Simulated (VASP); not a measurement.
# CdSe (F-43m) in VASP: a series of runs, part 2 of 2

VASP 6.6.1. The steps go on from the part before.

## (3) Single point, PBEsol+D4

This run uses another cell than the first one, of 26.63 Å³/atom, 1.045 times its volume.

The input, INCAR:

```
PREC     = Accurate       # precision mode
ENCUT    = 520            # plane-wave cutoff, eV
EDIFF    = 1E-6           # SCF threshold, eV
ISMEAR   = 0              # smearing method
SIGMA    = 0.3            # smearing width, eV
LREAL    = F              # projectors in reciprocal space
LASPH    = T              # aspherical terms in the spheres
NELM     = 80             # most SCF steps
ALGO     = Normal         # electronic algorithm
ISIF     = 2              # what is computed and relaxed
LWAVE    = F              # write WAVECAR
LCHARG   = F              # write CHGCAR
GGA      = PS             # functional
IVDW     = 13             # dispersion correction
NBANDS   = 16             # bands
```

The input, KPOINTS:

```
regular mesh
0
Gamma
  5 5 5
```

The input, POSCAR:

```
CdSe
1.0
    0.0000000000      2.9861112681      2.9861112681
    2.9861112681      0.0000000000      2.9861112681
    2.9861112681      2.9861112681      0.0000000000
Cd Se
1 1
Direct
    0.0000000000      0.0000000000      0.0000000000
    0.7500000000      0.7500000000      0.7500000000
```

Potentials or basis: VASP PAW PBE potentials, release 64 (Cd, Se).

Command:

```bash
$ cat potpaw_PBE.64/Cd/POTCAR potpaw_PBE.64/Se/POTCAR > POTCAR
$ mpirun -np 1 vasp_std > vasp.out
```

OUTCAR:

```text
PREC = Accurate
   ENCUT = 520
   EDIFF = 1E-6
   ISMEAR = 0
   LREAL = F
   LASPH = T
   NELM = 80
   ISIF = 2
   GGA = PS
   IVDW = 13

 ion  position               nearest neighbor table
   1  0.000  0.000  0.000-   2 2.59   2 2.59   2 2.59   2 2.59
   2  0.750  0.750  0.750-   1 2.59   1 2.59   1 2.59   1 2.59

  LATTYP: Found a face centered cubic cell.
 ALAT       =     5.9722225362

  Lattice vectors:

 A1 = (   0.0000000000,   2.9861112681,   2.9861112681)
 A2 = (   2.9861112681,   0.0000000000,   2.9861112681)
 A3 = (   2.9861112681,   2.9861112681,   0.0000000000)

Analysis of symmetry for initial positions (statically):
=====================================================================
 Subroutine PRICEL returns:
 Original cell was already a primitive cell.

 Routine SETGRP: Setting up the symmetry group for a
 face centered cubic supercell.

 Subroutine GETGRP returns: Found 24 space group operations
 (whereof 24 operations were pure point group operations)
 out of a pool of 48 trial point group operations.

The static configuration has the point symmetry T_d .

Analysis of symmetry for dynamics (positions and initial velocities):
=====================================================================
 Subroutine PRICEL returns:
 Original cell was already a primitive cell.

 Routine SETGRP: Setting up the symmetry group for a
 face centered cubic supercell.

 Subroutine GETGRP returns: Found 24 space group operations
 (whereof 24 operations were pure point group operations)
 out of a pool of 48 trial point group operations.

The dynamic configuration has the point symmetry T_d .

 Subroutine INISYM returns: Found 24 space group operations
 (whereof 24 operations are pure point group operations),
 and found     1 'primitive' translations

----------------------------------------------------------------------------------------

                                     Primitive cell

  volume of cell :      53.2535

  direct lattice vectors                    reciprocal lattice vectors
     0.000000000  2.986111268  2.986111268    -0.167441852  0.167441852  0.167441852
     2.986111268  0.000000000  2.986111268     0.167441852 -0.167441852  0.167441852
     2.986111268  2.986111268  0.000000000     0.167441852  0.167441852 -0.167441852

  length of vectors
     4.222999054  4.222999054  4.222999054     0.290017794  0.290017794  0.290017794

  position of ions in fractional coordinates (direct lattice)
     0.000000000  0.000000000  0.000000000
     0.750000000  0.750000000  0.750000000

  ion indices of the primitive-cell ions
   primitive index   ion index
                 1           1
                 2           2

----------------------------------------------------------------------------------------

 KPOINTS: regular mesh

Automatic generation of k-mesh.
 Grid dimensions read from file:
 generate k-points for:    5    5    5

 Generating k-lattice:

  Cartesian coordinates                     Fractional coordinates (reciprocal lattice)
    -0.033488370  0.033488370  0.033488370     0.200000000  0.000000000  0.000000000
     0.033488370 -0.033488370  0.033488370     0.000000000  0.200000000  0.000000000
     0.033488370  0.033488370 -0.033488370     0.000000000  0.000000000  0.200000000

  Length of vectors
     0.058003559  0.058003559  0.058003559

  Shift w.r.t. Gamma in fractional coordinates (k-lattice)
     0.000000000  0.000000000  0.000000000

 Subroutine IBZKPT returns following result:
 ===========================================

 Found     10 irreducible k-points:

 Following reciprocal coordinates:
            Coordinates               Weight
  0.000000  0.000000  0.000000      1.000000
  0.200000  0.000000  0.000000      8.000000
  0.400000  0.000000  0.000000      8.000000
  0.200000  0.200000  0.000000      6.000000
  0.400000  0.200000  0.000000     24.000000
 -0.400000  0.200000  0.000000     24.000000
 -0.200000  0.200000  0.000000     12.000000
  0.400000  0.400000  0.000000      6.000000
 -0.400000  0.400000  0.000000     12.000000
 -0.400000  0.400000  0.200000     24.000000
   k-points           NKPTS =     10   k-points in BZ     NKDIM =     10   number of bands    NBANDS=     16
   number of dos      NEDOS =    301   number of ions     NIONS =      2
   total plane-waves  NPLWV =  32768
   dimension x,y,z NGX =    32 NGY =   32 NGZ =   32
   dimension x,y,z NGXF=    64 NGYF=   64 NGZF=   64
   ions per type =               1   1
   NGX,Y,Z   is equivalent  to a cutoff of  12.60, 12.60, 12.60 a.u.
   NGXF,Y,Z  is equivalent  to a cutoff of  25.19, 25.19, 25.19 a.u.
 SYSTEM =  unknown system
   PREC   = accura    normal or accurate (medium, high low for compatibility)
   ISTART =      0    job   : 0-new  1-cont  2-samecut
   ICHARG =      2    charge: 1-file 2-atom 10-const
   ISPIN  =      1    spin polarized calculation?
   LNONCOLLINEAR =      F non collinear calculations
   LSORBIT =      F    spin-orbit coupling
   LASPH  =      T    aspherical Exc in radial PAW
   ENCUT  =  520.0 eV  38.22 Ry    6.18 a.u.   7.85  7.85  7.85*2*pi/ulx,y,z
   NELM   =     80;   NELMIN=  2; NELMDL= -5     # of ELM steps
   EDIFF  = 0.1E-05   stopping-criterion for ELM
   LREAL  =      F    real-space projection
   EDIFFG = 0.1E-04   stopping-criterion for IOM
   NSW    =      0    number of steps for IOM
   IBRION =     -1    ionic relax: 0-MD 1-quasi-New 2-CG
   NFREE  =      0    steps in history (QN), initial steepest desc. (CG)
   ISIF   =      2    stress and relaxation
   ISYM   =      2    0-nonsym 1-usesym 2-fastsym
   POTIM  = 0.5000    time-step for ionic-motion
   TEBEG  =    0.0;   TEEND  =   0.0 temperature during run
   PSTRESS=    0.0 pullay stress
   NELECT =      18.0000    total number of electrons
   NUPDOWN=      -1.0000    fix difference up-down
   EMIN   =  10.00;   EMAX   =-10.00  energy-range for DOS
   EFERMI =   0.00;   METHOD = LEGACY
   ISMEAR =     0;   SIGMA  =   0.30  broadening in eV -4-tet -1-fermi 0-gaus
   EFERMI_NEDOS =   21; number of points for ismear=-14 and -15
   IALGO  =     38    algorithm
   IMIX   =      4    mixing-type and parameters
     AMIX     =   0.40;   BMIX     =  1.00
     AMIX_MAG =   1.60;   BMIX_MAG =  1.00
  volume/ion in A,a.u.               =      26.63       179.69
  Fermi-wavevector in a.u.,A,eV,Ry     =   1.140380  2.155006 17.693929  1.300467
  Thomas-Fermi vector in A             =   2.277082
   LORBIT       =      0    0 simple, 1 ext, 2 COOP (PROOUT), +10 PAW based schemes
   GGA     = PS    functional components
   LHFCALC =     F    Hartree Fock is set to
   AEXX    =    0.0000 exact exchange contribution
   IVDW    =    13    specifies the selected vdW correction
   LEPSILON=     F    determine dielectric tensor
   LRPA    =     F    only Hartree local field effects (RPA)
 non-spin polarized calculation
 Gauss-broadening in eV      SIGMA  =   0.30
  energy-cutoff  :      520.00
  volume of cell :       53.25
 maximum number of plane-waves:      1459
   NGX = 15   NGY = 15   NGZ = 15

 number of electron      17.9999994 magnetization

 Free energy of the ion-electron system (eV)
  ---------------------------------------------------
  ext. energy  EPLUGINS =         0.00000000
  ---------------------------------------------------
  free energy    TOTEN  =        -6.12558516 eV

  energy without entropy =       -6.12373063  energy(sigma->0) =       -6.12465790

 E-fermi :   1.6357     XC(G=0):  -9.3487

 val. band max:        1.2754939498   @ k =   0.0000   0.0000   0.0000
 cond. band min:       1.8606637480   @ k =   0.0000   0.0000   0.0000
 fundamental gap:      0.5851697982
 Fermi energy:         1.6357299941

 k-point     1 :       0.0000    0.0000    0.0000
  band No.  band energies     occupation
      1     -11.6757      2.00000
      2      -6.8559      2.00000
      3      -6.8559      2.00000
      4      -6.8559      2.00000
      5      -6.4122      2.00000
      6      -6.4122      2.00000
[... 8 lines left out ...]
     15      12.4604      0.00000
     16      12.4604      0.00000
[... 153 lines left out ...]
 k-point    10 :      -0.4000    0.4000    0.2000
  band No.  band energies     occupation
      1     -11.1427      2.00000
      2      -6.6595      2.00000
      3      -6.6463      2.00000
      4      -6.4768      2.00000
      5      -6.3904      2.00000
      6      -5.9557      2.00000
[... 8 lines left out ...]
     15      13.1137      0.00000
     16      15.1572      0.00000

------------------------ aborting loop because EDIFF is reached ----------------------------------------

  DFT-D4 for vdW energy calculation

  Edisp (eV):   -0.40417

  FORCE on cell =-STRESS in cart. coord.  units (eV):
  Direction    XX          YY          ZZ          XY          YZ          ZX
  --------------------------------------------------------------------------------------
  -------------------------------------------------------------------------------------
  Total       0.86364     0.86364     0.86364    -0.00000     0.00000     0.00000
  in kB      25.98346    25.98346    25.98346    -0.00000     0.00000     0.00000
  external pressure =       25.98 kB  Pullay stress =        0.00 kB

 VOLUME and BASIS-vectors are now :
 -----------------------------------------------------------------------------
  energy-cutoff  :      520.00
  volume of cell :       53.25
      direct lattice vectors                 reciprocal lattice vectors
     0.000000000  2.986111268  2.986111268    -0.167441852  0.167441852  0.167441852
     2.986111268  0.000000000  2.986111268     0.167441852 -0.167441852  0.167441852
     2.986111268  2.986111268  0.000000000     0.167441852  0.167441852 -0.167441852

 POSITION                                       TOTAL-FORCE (eV/Angst)
 -----------------------------------------------------------------------------------
      0.00000      0.00000      0.00000         0.000000      0.000000      0.000000
      4.47917      4.47917      4.47917        -0.000000     -0.000000     -0.000000
 -----------------------------------------------------------------------------------
    total drift:                                0.000000      0.000000      0.000000

  FREE ENERGIE OF THE ION-ELECTRON SYSTEM (eV)
  ---------------------------------------------------
  free  energy   TOTEN  =        -6.5297511780 eV

  energy  without entropy=       -6.5278966438  energy(sigma->0) =       -6.52882391
```

Wall time 6.5 s (1 thread of Intel Xeon 6975P-C, shared host); peak memory 0.17 GiB.

What came out:

| Property | Result |
| --- | --- |
| Free energy | -6.5298 eV |
| Pressure | 2.6 GPa |
| Band gap on the k mesh | 0.59 eV, direct |
| Dispersion energy per atom | -0.202 eV |

Caveat: the PAW data sets were made with another functional, which shifts forces and pressure a little.

## (4) Single point, PBEsol+D4

This run uses another cell than the first one, of 27.78 Å³/atom, 1.091 times its volume.

The input, INCAR:

```
SYSTEM = CdSe
PREC = Accurate ; ENCUT = 520
EDIFF = 1E-6 ; ISMEAR = 0
SIGMA = 0.3 ; LREAL = .FALSE.
LASPH = .TRUE. ; NELM = 80
ALGO = Normal ; ISIF = 2
LWAVE = .FALSE. ; LCHARG = .FALSE.
GGA = PS ; IVDW = 13
NBANDS = 16
```

The input, KPOINTS:

```
Automatic mesh
0
G
  5 5 5
  0 0 0
```

The input, POSCAR:

```
CdSe
1.0
    0.0000000000      3.0287757647      3.0287757647
    3.0287757647      0.0000000000      3.0287757647
    3.0287757647      3.0287757647      0.0000000000
Cd Se
1 1
Direct
    0.0000000000      0.0000000000      0.0000000000
    0.7500000000      0.7500000000      0.7500000000
```

Command:

```bash
$ cat potpaw_PBE.64/Cd/POTCAR potpaw_PBE.64/Se/POTCAR > POTCAR
$ mpirun -np 1 vasp_std > vasp.out
```

It took 7.1 s on 1 thread of Intel Xeon 6975P-C, shared host; peak memory 0.17 GiB.

Results (log left out):

```yaml
Free_energy: -6.5480 eV
Pressure: 0.0 GPa
Band_gap_on_the_k_mesh: 0.50 eV, direct
Dispersion_energy_per_atom: -0.194 eV
```

Levels at points of the mesh, in eV from the valence-band top:
```
           k point  band 7  band 8  band 9  band 10  band 11  band 12
(0.00, 0.00, 0.00)    0.00    0.00    0.00     0.50     5.85     5.85
```

Caveat: the PAW data sets were made with another functional, which shifts forces and pressure a little.

## (5) Single point, PBEsol+D4

This run uses another cell than the first one, of 28.94 Å³/atom, 1.136 times its volume.

The input, INCAR:

```
SYSTEM = CdSe
ALGO     = Normal         ! electronic algorithm
EDIFF    = 1E-7           ! SCF threshold, eV
ENCUT    = 520            ! plane-wave cutoff, eV
GGA      = PS             ! functional
ISIF     = 2              ! what is computed and relaxed
ISMEAR   = 0              ! smearing method
IVDW     = 13             ! dispersion correction
LASPH    = .TRUE.         ! aspherical terms in the spheres
LCHARG   = .FALSE.        ! write CHGCAR
LREAL    = .FALSE.        ! projectors in reciprocal space
LWAVE    = .FALSE.        ! write WAVECAR
NBANDS   = 16             ! bands
NELM     = 80             ! most SCF steps
PREC     = Accurate       ! precision mode
SIGMA    = 0.3            ! smearing width, eV
```

The input, KPOINTS:

```
k-points
0
G
  5 5 5
  0 0 0
```

The input, POSCAR:

```
CdSe
1.0
    0.0000000000      3.0702710000      3.0702710000
    3.0702710000      0.0000000000      3.0702710000
    3.0702710000      3.0702710000      0.0000000000
Cd Se
1 1
Direct
    0.0000000000      0.0000000000      0.0000000000
    0.7500000000      0.7500000000      0.7500000000
```

Command:

```bash
$ cat potpaw_PBE.64/Cd/POTCAR potpaw_PBE.64/Se/POTCAR > POTCAR
$ mpirun -np 1 vasp_std > vasp.out
```

Run time: 7.5 s. Hardware: 1 thread of Intel Xeon 6975P-C, shared host; peak memory 0.17 GiB.

Results (log left out):

| Quantity | Value |
| --- | --- |
| Free energy | -6.5330 eV |
| Pressure | -2.0 GPa |
| Band gap on the k mesh | 0.42 eV, direct |
| Dispersion energy per atom | -0.187 eV |

Levels at points of the mesh, in eV from the valence-band top:
```
           k point  band 6  band 7  band 8  band 9  band 10  band 11  band 12  band 13
(0.00, 0.00, 0.00)   -7.48    0.00    0.00    0.00     0.42     5.85     5.85     5.85
```

Caveat: the PAW data sets were made with another functional, which shifts forces and pressure a little.

## (6) Single point, PBEsol+D4

This run uses another cell than the first one, of 30.10 Å³/atom, 1.182 times its volume.

The input, INCAR:

```
PREC = Accurate
ENCUT = 520
EDIFF = 1E-6
ISMEAR = 0
SIGMA = 0.3
LREAL = F
LASPH = T
NELM = 100
ALGO = Normal
ISIF = 2
LWAVE = F
LCHARG = F
GGA = PS
IVDW = 13
NBANDS = 16
```

The input, KPOINTS:

```
regular mesh
0
Gamma
  5 5 5
```

The input, POSCAR:

```
CdSe
1.0
    0.0000000000      3.1106739359      3.1106739359
    3.1106739359      0.0000000000      3.1106739359
    3.1106739359      3.1106739359      0.0000000000
Cd Se
1 1
Direct
    0.0000000000      0.0000000000      0.0000000000
    0.7500000000      0.7500000000      0.7500000000
```

Potentials or basis: VASP PAW PBE potentials, release 64 (Cd, Se).

Command:

```bash
$ cat potpaw_PBE.64/Cd/POTCAR potpaw_PBE.64/Se/POTCAR > POTCAR
$ mpirun -np 1 vasp_std > vasp.out
```

Run time: 8.7 s. Hardware: 1 thread of Intel Xeon 6975P-C, shared host; peak memory 0.2 GiB.

It converged, with:

| Quantity | Value |
| --- | --- |
| Free energy | -6.4919 eV |
| Pressure | -3.6 GPa |
| Band gap on the k mesh | 0.35 eV, direct |
| Dispersion energy per atom | -0.180 eV |

Levels at points of the mesh, in eV from the valence-band top:
```tsv
k point	band 6	band 7	band 8	band 9	band 10	band 11	band 12	band 13
(0.00, 0.00, 0.00)	-7.40	0.00	0.00	0.00	0.35	5.84	5.84	5.84
```

Caveat: the PAW data sets were made with another functional, which shifts forces and pressure a little.

## (7) Overview

| cell | gap on the mesh (eV) | pressure (GPa) |
| --- | --- | --- |
| a = 4.161 Å, angles 60.0°, 2 atoms | 0.67 | 5.9 |
| a = 4.223 Å, angles 60.0°, 2 atoms | 0.59 | 2.6 |
| a = 4.283 Å, angles 60.0°, 2 atoms | 0.50 | 0.0 |
| a = 4.342 Å, angles 60.0°, 2 atoms | 0.42 | -2.0 |
| a = 4.399 Å, angles 60.0°, 2 atoms | 0.35 | -3.6 |

Alike in all rows: task single point; level PBEsol+D4; potentials or basis VASP PAW PBE potentials, release 64 (Cd, Se); no spin polarisation; k mesh 5 × 5 × 5; cutoff (eV) 520; smearing gaussian 0.3 eV.

Caveats: the PAW data sets were made with another functional, which shifts forces and pressure a little.

Total energies depend on the potentials used, so only differences within one code and one set of settings carry meaning.
